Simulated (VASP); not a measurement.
Hf, 2 atoms in the cell. Symmetry: Fd-3m, No. 227, cubic system. The conventional cell has a = 6.637 Å, b = 6.637 Å, c = 6.637 Å, α = 90.00°, β = 90.00°, γ = 90.00°. Hf (site symmetry -43m) has 4 Hf at 2.87 Å within 3.8 Å.  This cell differs from its parent crystal: volume scaled by 1.04.

- Program: VASP 6.6.1
- Task: single point
- Functional: PBE
- Potentials or basis: VASP PAW PBE potentials, release 64 (Hf_pv)
- Cutoff: 520 eV
- k mesh: 9 × 9 × 9
- Occupations: fermi-dirac, width 0.1 eV
- Spin: no spin polarisation
- Dipole correction: no
- Further INCAR settings: ALGO = Normal; EDIFF = 1e-06; NBANDS = 17

Potentials or basis: VASP PAW PBE potentials, release 64 (Hf_pv).

Run with:

```bash
$ cat potpaw_PBE.64/Hf_pv/POTCAR > POTCAR
$ mpirun -np 1 vasp_std > vasp.out
```

Hardware: 1 thread of Intel(R) Xeon(R) 6975P-C (Granite Rapids) (shared host).

Estimate the wall time of this run.

It took 16 s on 1 thread of Intel(R) Xeon(R) 6975P-C (Granite Rapids), with other jobs on the host, peak memory 0.21 GiB. Counts: scf iterations 12, k points 35.
